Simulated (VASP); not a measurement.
A run of VASP 6.6.1:

The input INCAR:

```
ALGO = Fast
EDIFF = 1E-6
ENCUT = 520
GGA = PS
ISIF = 2
ISMEAR = 0
LASPH = T
LCHARG = F
LREAL = F
LWAVE = F
NBANDS = 16
NELM = 80
PREC = Accurate
SIGMA = 0.15
```

File KPOINTS:

```
k-points
0
Gamma
  20 20 20
```

POSCAR

```
AlRu
1.0
    2.9764078228      0.0000000000      0.0000000000
    0.0000000000      2.9764078228      0.0000000000
    0.0000000000      0.0000000000      2.9764078228
Al Ru
1 1
Direct
    0.0000000000      0.0000000000      0.0000000000
    0.5000000000      0.5000000000      0.4664024536
```

Potentials or basis: VASP PAW PBE potentials, release 64 (Al, Ru_pv).

Run with:

```console
$ cat potpaw_PBE.64/Al/POTCAR potpaw_PBE.64/Ru_pv/POTCAR > POTCAR
$ mpirun -np 1 vasp_std > vasp.out
```

Hardware: 1 thread of AMD EPYC 9R14 (Zen 4), on a shared host.

How long does it take, and how much memory?

Run time: 4 min on 1 thread of AMD EPYC 9R14 (Zen 4) (shared host), peak memory 0.36 GiB. Counts: scf iterations 13, k points 726.
